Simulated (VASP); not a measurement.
# MgO2 (R-3m) in VASP: a series of runs

The runs below take MgO2 through single point, with PBEsol.

Program: VASP 6.6.1. These are calculated values, not measurements. Logs are shortened: lines on timing, memory, paths and dates and some standing lists are left out, and cuts for length are marked.

## Step 1: The cell of the first run

The structure is trigonal, space group R-3m (No. 166). The conventional cell has a = 3.104 Å, b = 3.104 Å, c = 10.372 Å, α = 90.00°, β = 90.00°, γ = 120.00°. Within 2.7 Å of Mg (site symmetry -3m) lie 6 O at 2.05 Å. O (site symmetry 3m) has 1 O at 1.47 Å within 2.0 Å.

## Step 2: Single point, PBEsol (strain -0.0200 x Voigt [1, 1, 0, 0, 0, 0])

Input file INCAR:

```
SYSTEM = MgO2
ALGO = Normal
EDIFF = 1E-6
ENCUT = 520
GGA = PS
ISIF = 2
ISMEAR = 0
LASPH = .TRUE.
LCHARG = .TRUE.
LELF = .TRUE.
LREAL = .FALSE.
LVHAR = .TRUE.
LWAVE = .FALSE.
NBANDS = 14
NELM = 60
PREC = Accurate
SIGMA = 0.05
```

Input file KPOINTS:

```
k-points
0
G
  12 12 12
  0 0 0
```

Input file POSCAR:

```
MgO2
1.0
    1.5521470004      0.8961324885      3.4573706250
   -1.5521470004      0.8961324885      3.4573706250
    0.0000000000     -1.7922649770      3.4573706250
Mg O
1 2
Direct
    0.0000000000      0.0000000000      0.0000000000
    0.4291433728      0.4291433728      0.4291433728
    0.5708566272      0.5708566272      0.5708566272
```

Potentials or basis: VASP PAW PBE potentials, release 64 (Mg, O).

Command:

```
$ cat potpaw_PBE.64/Mg/POTCAR potpaw_PBE.64/O/POTCAR > POTCAR
$ mpirun -np 1 vasp_std > vasp.out
```

OUTCAR:

```text
SYSTEM = MgO2
   EDIFF = 1E-6
   ENCUT = 520
   GGA = PS
   ISIF = 2
   ISMEAR = 0
   LASPH = .TRUE.
   LREAL = .FALSE.
   NELM = 60
   PREC = Accurate

 ion  position               nearest neighbor table
   1  0.000  0.000  0.000-   3 2.05   2 2.05   3 2.05   3 2.05   2 2.05   2 2.05
   2  0.429  0.429  0.429-   3 1.47   1 2.05   1 2.05   1 2.05
   3  0.571  0.571  0.571-   2 1.47   1 2.05   1 2.05   1 2.05

  LATTYP: Found a trigonal (rhomboedric) cell.
 ALAT       =     3.8943067915
 COS(alpha) =     0.6822867176

  Lattice vectors:

 A1 = (   1.5521470004,   0.8961324885,   3.4573706250)
 A2 = (  -1.5521470004,   0.8961324885,   3.4573706250)
 A3 = (   0.0000000000,  -1.7922649770,   3.4573706250)

Analysis of symmetry for initial positions (statically):
=====================================================================
 Subroutine PRICEL returns:
 Original cell was already a primitive cell.

 Routine SETGRP: Setting up the symmetry group for a
 trigonal (rhombohedral) supercell.

 Subroutine GETGRP returns: Found 12 space group operations
 (whereof 12 operations were pure point group operations)
 out of a pool of 12 trial point group operations.

The static configuration has the point symmetry D_3d.

Analysis of symmetry for dynamics (positions and initial velocities):
=====================================================================
 Subroutine PRICEL returns:
 Original cell was already a primitive cell.

 Routine SETGRP: Setting up the symmetry group for a
 trigonal (rhombohedral) supercell.

 Subroutine GETGRP returns: Found 12 space group operations
 (whereof 12 operations were pure point group operations)
 out of a pool of 12 trial point group operations.

The dynamic configuration has the point symmetry D_3d.

 Subroutine INISYM returns: Found 12 space group operations
 (whereof 12 operations are pure point group operations),
 and found     1 'primitive' translations

----------------------------------------------------------------------------------------

                                     Primitive cell

  volume of cell :      28.8537

  direct lattice vectors                    reciprocal lattice vectors
     1.552147000  0.896132489  3.457370625     0.322134437  0.185984404  0.096412381
    -1.552147000  0.896132489  3.457370625    -0.322134437  0.185984404  0.096412381
     0.000000000 -1.792264977  3.457370625     0.000000000 -0.371968808  0.096412381

  length of vectors
     3.894306792  3.894306792  3.894306792     0.384260512  0.384260512  0.384260512

  position of ions in fractional coordinates (direct lattice)
     0.000000000  0.000000000  0.000000000
     0.429143373  0.429143373  0.429143373
     0.570856627  0.570856627  0.570856627

  ion indices of the primitive-cell ions
   primitive index   ion index
                 1           1
                 2           2
                 3           3

----------------------------------------------------------------------------------------

 KPOINTS: k-points

Automatic generation of k-mesh.
 Grid dimensions read from file:
 generate k-points for:   12   12   12

 Generating k-lattice:

  Cartesian coordinates                     Fractional coordinates (reciprocal lattice)
     0.026844536  0.015498700  0.008034365     0.083333333 -0.000000000  0.000000000
    -0.026844536  0.015498700  0.008034365    -0.000000000  0.083333333  0.000000000
     0.000000000 -0.030997401  0.008034365     0.000000000  0.000000000  0.083333333

  Length of vectors
     0.032021709  0.032021709  0.032021709

  Shift w.r.t. Gamma in fractional coordinates (k-lattice)
     0.000000000  0.000000000  0.000000000

 Subroutine IBZKPT returns following result:
 ===========================================

 Found    189 irreducible k-points:

 Following reciprocal coordinates:
            Coordinates               Weight
  0.000000  0.000000  0.000000      1.000000
  0.083333  0.000000  0.000000      6.000000
  0.166667 -0.000000 -0.000000      6.000000
  0.250000  0.000000  0.000000      6.000000
  0.333333  0.000000  0.000000      6.000000
  0.416667  0.000000  0.000000      6.000000
[... 16 lines left out ...]
  0.500000  0.166667  0.000000     12.000000
 -0.416667  0.166667  0.000000     12.000000
 [... further k-points ...]
   k-points           NKPTS =    189   k-points in BZ     NKDIM =    189   number of bands    NBANDS=     14
   number of dos      NEDOS =    301   number of ions     NIONS =      3
   total plane-waves  NPLWV =  27000
   dimension x,y,z NGX =    30 NGY =   30 NGZ =   30
   dimension x,y,z NGXF=    60 NGYF=   60 NGZF=   60
   ions per type =               1   2
   NGX,Y,Z   is equivalent  to a cutoff of  12.81, 12.81, 12.81 a.u.
   NGXF,Y,Z  is equivalent  to a cutoff of  25.61, 25.61, 25.61 a.u.
 SYSTEM =  MgO2
   PREC   = accura    normal or accurate (medium, high low for compatibility)
   ISTART =      0    job   : 0-new  1-cont  2-samecut
   ICHARG =      2    charge: 1-file 2-atom 10-const
   ISPIN  =      1    spin polarized calculation?
   LNONCOLLINEAR =      F non collinear calculations
   LSORBIT =      F    spin-orbit coupling
   LASPH  =      T    aspherical Exc in radial PAW
   ENCUT  =  520.0 eV  38.22 Ry    6.18 a.u.   7.24  7.24  7.24*2*pi/ulx,y,z
   NELM   =     60;   NELMIN=  2; NELMDL= -5     # of ELM steps
   EDIFF  = 0.1E-05   stopping-criterion for ELM
   LREAL  =      F    real-space projection
   EDIFFG = 0.1E-04   stopping-criterion for IOM
   NSW    =      0    number of steps for IOM
   IBRION =     -1    ionic relax: 0-MD 1-quasi-New 2-CG
   NFREE  =      0    steps in history (QN), initial steepest desc. (CG)
   ISIF   =      2    stress and relaxation
   ISYM   =      2    0-nonsym 1-usesym 2-fastsym
   POTIM  = 0.5000    time-step for ionic-motion
   TEBEG  =    0.0;   TEEND  =   0.0 temperature during run
   PSTRESS=    0.0 pullay stress
   NELECT =      14.0000    total number of electrons
   NUPDOWN=      -1.0000    fix difference up-down
   EMIN   =  10.00;   EMAX   =-10.00  energy-range for DOS
   EFERMI =   0.00;   METHOD = LEGACY
   ISMEAR =     0;   SIGMA  =   0.05  broadening in eV -4-tet -1-fermi 0-gaus
   EFERMI_NEDOS =   21; number of points for ismear=-14 and -15
   IALGO  =     38    algorithm
   IMIX   =      4    mixing-type and parameters
     AMIX     =   0.40;   BMIX     =  1.00
     AMIX_MAG =   1.60;   BMIX_MAG =  1.00
  volume/ion in A,a.u.               =       9.62        64.90
  Fermi-wavevector in a.u.,A,eV,Ry     =   1.286422  2.430985 22.516027  1.654881
  Thomas-Fermi vector in A             =   2.418497
   LORBIT       =      0    0 simple, 1 ext, 2 COOP (PROOUT), +10 PAW based schemes
   GGA     = PS    functional components
   LHFCALC =     F    Hartree Fock is set to
   AEXX    =    0.0000 exact exchange contribution
   IVDW    =     0    specifies the selected vdW correction
   LEPSILON=     F    determine dielectric tensor
   LRPA    =     F    only Hartree local field effects (RPA)
 non-spin polarized calculation
 Gauss-broadening in eV      SIGMA  =   0.05
  energy-cutoff  :      520.00
  volume of cell :       28.85
 maximum number of plane-waves:       789
 NGX is ok and might be reduce to    30
   NGX = 15   NGY = 15   NGZ = 15

 number of electron      13.9999999 magnetization

 Free energy of the ion-electron system (eV)
  ---------------------------------------------------
  ext. energy  EPLUGINS =         0.00000000
  ---------------------------------------------------
  free energy    TOTEN  =       -17.20151025 eV

  energy without entropy =      -17.20151025  energy(sigma->0) =      -17.20151025

 E-fermi :   3.5406     XC(G=0): -10.8295

 val. band max:        3.2154396434   @ k =   0.5000   0.5000   0.5000
 cond. band min:       5.6036445979   @ k =   0.5000   0.5000   0.5000
 fundamental gap:      2.3882049544
 Fermi energy:         3.5406378421

 k-point     1 :       0.0000    0.0000    0.0000
  band No.  band energies     occupation
      1     -18.5815      2.00000
      2     -11.3777      2.00000
      3      -4.9956      2.00000
      4      -0.2645      2.00000
      5      -0.2645      2.00000
      6       2.3346      2.00000
      7       2.3346      2.00000
      8       8.1696      0.00000
      9       8.2234      0.00000
     10      15.6810      0.00000
     11      17.3629      0.00000
     12      18.4206      0.00000
     13      18.4206      0.00000
     14      20.6697      0.00000

 k-point     2 :       0.0833    0.0000    0.0000
  band No.  band energies     occupation
      1     -18.5439      2.00000
      2     -11.3993      2.00000
      3      -4.9367      2.00000
      4      -0.4883      2.00000
      5      -0.2942      2.00000
      6       2.2683      2.00000
      7       2.3022      2.00000
      8       8.1259      0.00000
      9       8.5591      0.00000
     10      15.6997      0.00000
     11      17.4721      0.00000
     12      17.7099      0.00000
     13      18.6330      0.00000
     14      20.3108      0.00000

 k-point     3 :       0.1667   -0.0000   -0.0000
  band No.  band energies     occupation
      1     -18.4389      2.00000
      2     -11.4575      2.00000
      3      -4.7750      2.00000
      4      -1.0576      2.00000
      5      -0.3739      2.00000
      6       2.1154      2.00000
      7       2.2147      2.00000
      8       8.0823      0.00000
      9       9.3318      0.00000
     10      15.7199      0.00000
     11      16.5374      0.00000
     12      17.7633      0.00000
     13      19.2509      0.00000
     14      19.5288      0.00000
[... 324 lines left out ...]
 k-point    23 :       0.5000    0.1667    0.0000
  band No.  band energies     occupation
      1     -17.9468      2.00000
      2     -11.8182      2.00000
      3      -3.6942      2.00000
      4      -2.9599      2.00000
      5      -1.0795      2.00000
      6       1.5453      2.00000
      7       2.1039      2.00000
      8       7.3927      0.00000
      9      12.8783      0.00000
     10      13.8772      0.00000
     11      16.0269      0.00000
     12      17.9594      0.00000
     13      18.3974      0.00000
     14      21.3141      0.00000

 k-point    24 :      -0.4167    0.1667    0.0000
  band No.  band energies     occupation
      1     -17.9308      2.00000
      2     -11.7517      2.00000
      3      -3.8758      2.00000
      4      -2.8958      2.00000
      5      -1.1397      2.00000
      6       1.6221      2.00000
      7       1.8567      2.00000
      8       7.4889      0.00000
      9      12.9018      0.00000
     10      14.1364      0.00000
     11      16.3373      0.00000
     12      17.8072      0.00000
     13      18.1781      0.00000
     14      21.3114      0.00000

 [... further k-points ...]
[... 5 lines left out ...]
  --------------------------------------------------------------------------------------
  -------------------------------------------------------------------------------------
  Total        1.0854591      1.0854591      0.4312929      0.0000000      0.0000000      0.0000000
  in kB       60.2728590     60.2728590     23.9486298      0.0000000      0.0000000      0.0000000
  external PRESSURE =      48.1647826 kB  Pullay stress =       0.0000000 kB

 VOLUME and BASIS-vectors are now :
 -----------------------------------------------------------------------------
  energy-cutoff  :      520.00
  volume of cell :       28.85
      direct lattice vectors                 reciprocal lattice vectors
     1.552147000  0.896132489  3.457370625     0.322134437  0.185984404  0.096412381
    -1.552147000  0.896132489  3.457370625    -0.322134437  0.185984404  0.096412381
     0.000000000 -1.792264977  3.457370625     0.000000000 -0.371968808  0.096412381

 POSITION                                       TOTAL-FORCE (eV/Angst)
 -----------------------------------------------------------------------------------
      0.00000      0.00000      0.00000         0.000000      0.000000     -0.000000
      0.00000      0.00000      4.45112        -0.000000      0.000000      0.091552
      0.00000      0.00000      5.92099        -0.000000     -0.000000     -0.091552
 -----------------------------------------------------------------------------------
    total drift:                                0.000000      0.000000      0.000000

  FREE ENERGIE OF THE ION-ELECTRON SYSTEM (eV)
  ---------------------------------------------------
  free  energy   TOTEN  =       -17.2015102477 eV

  energy  without entropy=      -17.2015102477  energy(sigma->0) =      -17.20151025
```

It took 53 s on 1 thread of Intel Xeon 6975P-C (Granite Rapids), shared host; peak memory 0.22 GiB.

What came out:

```yaml
Free_energy: -17.2015 eV
Pressure: 4.8 GPa
Largest_force: 0.092 eV/Å
Band_gap_on_the_k_mesh: 2.39 eV, direct
```

Forces in eV/Å, atoms in the order of the input:
```
Mg   0.000  0.000  0.000
O    0.000  0.000  0.092
O    0.000  0.000 -0.092
```

Levels at points of the mesh, in eV from the valence-band top:
```tsv
k point	band 3	band 4	band 5	band 6	band 7	band 8	band 9	band 10	band 11	band 12
(0.00, 0.00, 0.00)	-8.21	-3.48	-3.48	-0.88	-0.88	4.95	5.01	12.47	14.15	15.21
(0.50, 0.00, 0.00)	-7.08	-6.51	-3.90	-1.34	-1.33	4.28	8.91	11.02	12.99	14.59
(0.50, 0.50, 0.00)	-6.38	-5.83	-4.56	-2.38	-0.21	3.62	8.01	11.62	12.99	13.23
(0.50, 0.50, 0.50)	-5.17	-4.04	-4.04	0.00	0.00	2.39	5.12	9.99	14.87	14.87
```

Caveat: the cell differs from its parent crystal (strain -0.0200 x Voigt [1, 1, 0, 0, 0, 0]); the PAW data sets were made with another functional, which shifts forces and pressure a little.

## Step 3: Single point, PBEsol (strain -0.0150 x Voigt [1, 1, 0, 0, 0, 0])

Input file INCAR:

```
SYSTEM = MgO2
  PREC = Accurate
  ENCUT = 520
  EDIFF = 1E-6
  ISMEAR = 0
  SIGMA = 0.05
  LREAL = .False.
  LASPH = .True.
  NELM = 80
  ALGO = Normal
  ISIF = 2
  LWAVE = .False.
  LCHARG = .False.
  GGA = PS
  NBANDS = 14
```

Input file KPOINTS:

```
Automatic mesh
0
Gamma
  12 12 12
  0 0 0
```

Input file POSCAR:

```
MgO2
1.0
    1.5600661177      0.9007045930      3.4573706250
   -1.5600661177      0.9007045930      3.4573706250
    0.0000000000     -1.8014091860      3.4573706250
Mg O
1 2
Direct
    0.0000000000      0.0000000000      0.0000000000
    0.4291433728      0.4291433728      0.4291433728
    0.5708566272      0.5708566272      0.5708566272
```

Potentials or basis: VASP PAW PBE potentials, release 64 (Mg, O).

Command:

```
$ cat potpaw_PBE.64/Mg/POTCAR potpaw_PBE.64/O/POTCAR > POTCAR
$ mpirun -np 1 vasp_std > vasp.out
```

Wall time 41 s (1 thread of Intel Xeon 6975P-C (Granite Rapids), shared host); peak memory 0.22 GiB.

Results (log left out):

```yaml
Free_energy: -17.2115 eV
Pressure: 3.5 GPa
Largest_force: 0.013 eV/Å
Band_gap_on_the_k_mesh: 2.41 eV, direct
```

Forces in eV/Å, atoms in the order of the input:
```
Mg   0.000  0.000  0.000
O    0.000  0.000  0.013
O    0.000  0.000 -0.013
```

Stress tensor (GPa, compression positive):
```
4.22 0.00 0.00
0.00 4.22 0.00
0.00 0.00 2.03
```

Levels at points of the mesh, in eV from the valence-band top:
```csv
k point,band 4,band 5,band 6,band 7,band 8,band 9,band 10,band 11
"(0.00, 0.00, 0.00)",-3.49,-3.49,-0.87,-0.87,4.86,5.01,12.41,14.11
"(0.50, 0.00, 0.00)",-6.47,-3.89,-1.34,-1.30,4.29,8.84,10.86,12.90
"(0.50, 0.50, 0.00)",-5.79,-4.56,-2.35,-0.19,3.64,7.94,11.49,12.88
"(0.50, 0.50, 0.50)",-4.04,-4.04,0.00,0.00,2.41,5.05,9.90,14.72
```

Caveat: the cell differs from its parent crystal (strain -0.0150 x Voigt [1, 1, 0, 0, 0, 0]); the PAW data sets were made with another functional, which shifts forces and pressure a little. A k mesh can miss the band edges.
